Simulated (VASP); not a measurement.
A run of VASP 6.6.1 is set up as follows.

The input INCAR:

```
  PREC = Accurate
  ENCUT = 520
  EDIFF = 1E-7
  ISMEAR = 0
  SIGMA = 0.1
  LREAL = False
  LASPH = True
  NELM = 60
  ALGO = Normal
  ISIF = 2
  LWAVE = False
  LCHARG = False
  GGA = PE
  NBANDS = 36
```

The input KPOINTS:

```
regular mesh
0
Gamma
  4 4 4
```

The input POSCAR:

```
Sr3NbZn
1.0
    4.9466919870      0.0000000000      0.0000000000
    0.0000000000      4.9466919870      0.0000000000
    0.0000000000      0.0000000000      4.9466919870
Sr Nb Zn
3 1 1
Direct
    0.0000000000      0.5000000000      0.5000000000
    0.5000000000      0.0000000000      0.5000000000
    0.5000000000      0.5000000000      0.0000000000
    0.0000000000      0.0000000000      0.0000000000
    0.5000000000      0.5000000000      0.5000000000
```

Potentials or basis: VASP PAW PBE potentials, release 64 (Sr_sv, Nb_sv, Zn).

Command:

```bash
$ cat potpaw_PBE.64/Sr_sv/POTCAR potpaw_PBE.64/Nb_sv/POTCAR potpaw_PBE.64/Zn/POTCAR > POTCAR
$ mpirun -np 1 vasp_std > vasp.out
```

(1) Estimate the pressure.

(2) Estimate the band gap on the k mesh.

Results:

(1) 26.5 GPa.

(2) zero (an odd number of electrons rules out a gap without spin polarisation).

Caveat: the cell stands under pressure.
